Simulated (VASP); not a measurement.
Write the native input for VASP 6.6.1 that does the following.

```
Task                   : single point
Functional             : PBE
Potentials or basis    : VASP PAW PBE potentials, release 64 (Zr_sv, H)
Cutoff                 : 520 eV
k mesh                 : 6 × 6 × 4
Occupations            : gaussian, width 0.1 eV
Spin                   : no spin polarisation
Dipole correction      : no
Further INCAR settings : ALGO = Fast; EDIFF = 1e-06; NBANDS = 47
```

The structure of Zr3H lies in POSCAR:

```
Zr3H
1.0
    0.0000000000      4.2423770059      0.0000000000
    0.0000000000      0.0000000000      4.2423770059
    8.4847540118      0.0000000000      0.0000000000
Zr H
6 2
Direct
    0.5000000000      0.5000000000      0.0000000000
    0.5000000000      0.5000000000      0.5000000000
    0.0000000000      0.5000000000      0.2500000000
    0.0000000000      0.5000000000      0.7500000000
    0.5000000000      0.0000000000      0.2500000000
    0.5000000000      0.0000000000      0.7500000000
    0.0000000000      0.0000000000      0.5000000000
    0.0000000000      0.0000000000      0.0000000000
```

One way to write it, as run:

INCAR

```
SYSTEM = Zr3H
ALGO = Fast
EDIFF = 1E-6
ENCUT = 520
GGA = PE
ISIF = 2
ISMEAR = 0
LASPH = .True.
LCHARG = .True.
LELF = .True.
LREAL = .False.
LVHAR = .True.
LWAVE = .False.
NBANDS = 47
NELM = 60
PREC = Accurate
SIGMA = 0.1
```

KPOINTS

```
k-points
0
Gamma
  6 6 4
  0 0 0
```

Potentials or basis: VASP PAW PBE potentials, release 64 (Zr_sv, H).

Launch:

```sh
$ cat potpaw_PBE.64/Zr_sv/POTCAR potpaw_PBE.64/H/POTCAR > POTCAR
$ mpirun -np 1 vasp_std > vasp.out
```

Results of the run:

```
Pressure               : 0.0 GPa
Band gap on the k mesh : zero (bands 37 and 38 overlap by 1.86 eV)
```

It took 9.5 min on 1 thread of Oxide Virtual Turin-like Processor, with other jobs on the host, peak memory 0.29 GiB.
